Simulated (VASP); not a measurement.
TaVH4:

```
Ta V H
1.0
     1.55367    0.89701    5.07252
    -1.55367    0.89701    5.07252
     0.00000   -1.79402    5.07252
Ta V H
1 1 4
Direct
  0.00000 0.00000 0.00000
  0.50000 0.50000 0.50000
  0.61985 0.61985 0.61985
  0.12904 0.12904 0.12904
  0.87096 0.87096 0.87096
  0.38015 0.38015 0.38015
```

```yaml
Program: VASP 6.6.1
Task: relaxation of cell and atoms
Functional: LDA
Potentials_or_basis: VASP PAW LDA potentials, release 64 (Ta_pv, V_sv, H)
Cutoff: 600 eV
k_mesh: 8 × 8 × 8
Occupations: methfessel-paxton, width 0.1 eV
Spin: collinear spin, ferromagnetic start
Starting_moments: "[0.0, 1.5, 0.0, 0.0, 0.0, 0.0] μB"
```

At the start: pressure -8.9 GPa; volume 7.07 Å³/atom.

Task: How do energy, volume and symmetry change on relaxing?

Result: Over 8 steps the energy falls by 10.3 meV/atom and the volume is 6.74 Å³/atom (-4.7 %); space group R-3m (No. 166, to 0.1 Å) before and after; moment 0.00 μB per cell.

Step by step:
| step | energy change (eV) | largest force (eV/Å) | pressure (GPa) | volume (Å³) |
| --- | --- | --- | --- | --- |
| 1 | 0.0000 | 0.0770 | -8.91 | 42.42 |
| 2 | -0.0554 | 0.1337 | 2.19 | 40.05 |
| 3 | -0.0579 | 0.1197 | 0.10 | 40.44 |
| 4 | -0.0600 | 0.0897 | 0.10 | 40.42 |
| 5 | -0.0615 | 0.0423 | 0.05 | 40.39 |
| 6 | -0.0616 | 0.0365 | 0.05 | 40.39 |
| 7 | -0.0618 | 0.0122 | -0.04 | 40.41 |
| 8 | -0.0618 | 0.0082 | -0.08 | 40.41 |

Final structure:
```cif
data_structure
_symmetry_space_group_name_H-M 'P 1'
_symmetry_Int_Tables_number 1
_cell_length_a 5.2787
_cell_length_b 5.2787
_cell_length_c 5.2787
_cell_angle_alpha 33.730
_cell_angle_beta 33.730
_cell_angle_gamma 33.731
_cell_volume 40.41
loop_
_atom_site_label
_atom_site_type_symbol
_atom_site_fract_x
_atom_site_fract_y
_atom_site_fract_z
_atom_site_occupancy
Ta1 Ta 0.00000 0.00000 0.00000 1
V1 V 0.50000 0.50000 0.50000 1
H1 H 0.61879 0.61879 0.61879 1
H2 H 0.13050 0.13050 0.13050 1
H3 H 0.86950 0.86950 0.86950 1
H4 H 0.38121 0.38121 0.38121 1
```

Caveat: the moments typed at the start vanished in this run.
